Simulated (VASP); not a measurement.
## B2Ir: single point with PBE

The system is B2Ir.

```
CELL_PARAMETERS angstrom
2.39526 0.00000 0.00000
0.00000 2.39526 0.00000
0.00000 0.00000 4.57634
ATOMIC_POSITIONS crystal
B 0.50000 0.50000 0.27000
B 0.50000 0.50000 0.73000
Ir 0.00000 0.00000 0.00000
```

The cell was built from a structure type or drawn by symmetry, and may not be a known phase.

```json
{
  "Program": "VASP 6.6.1",
  "Task": "single point",
  "Functional": "PBE",
  "Potentials or basis": "VASP PAW PBE potentials, release 64 (B, Ir)",
  "Cutoff": "500 eV",
  "k mesh": "8 × 8 × 4",
  "Occupations": "gaussian, width 0.1 eV",
  "Spin": "no spin polarisation",
  "Dipole correction": "no",
  "Further INCAR settings": "ALGO = Normal; EDIFF = 1e-06; NBANDS = 14"
}
```

* Pressure: 108.0 GPa
* Largest force: 6.430 eV/Å
* Band gap on the k mesh: zero (an odd number of electrons rules out a gap without spin polarisation)

Forces in eV/Å, atoms in the order of the input:
```
B    0.000  0.000  6.430
B    0.000  0.000 -6.430
Ir   0.000  0.000  0.000
```

Stress tensor (GPa, compression positive):
```
149.45   0.00   0.00
  0.00 149.45   0.00
  0.00   0.00  25.00
```

Levels at points of the mesh, in eV from the Fermi level:
```tsv
k point	band 6	band 7	band 8	band 9	band 10	band 11
(0.00, 0.00, 0.00)	-3.43	-1.67	-0.09	4.33	4.33	5.98
(0.50, 0.00, 0.00)	-3.43	-3.21	-1.55	2.87	5.73	7.45
(0.50, 0.50, 0.00)	-3.09	-0.77	-0.12	3.21	7.70	7.70
(0.00, 0.00, 0.50)	-3.53	-1.55	-0.09	5.28	5.28	6.35
(0.50, 0.00, 0.50)	-5.24	-3.00	-1.57	3.83	4.00	6.50
(0.50, 0.50, 0.50)	-2.40	-2.05	2.27	3.21	4.16	4.16
```

Wall time 12 s on 1 thread of AMD EPYC 7R43 64-Core Processor (Zen 3) (shared host), peak memory 0.11 GiB.

Caveat: the cell stands under pressure; spin-orbit coupling is left out, which moves the levels of the heavy elements; forces of over 1 eV/Å act on the atoms, so gaps and moduli don't describe the material at rest.
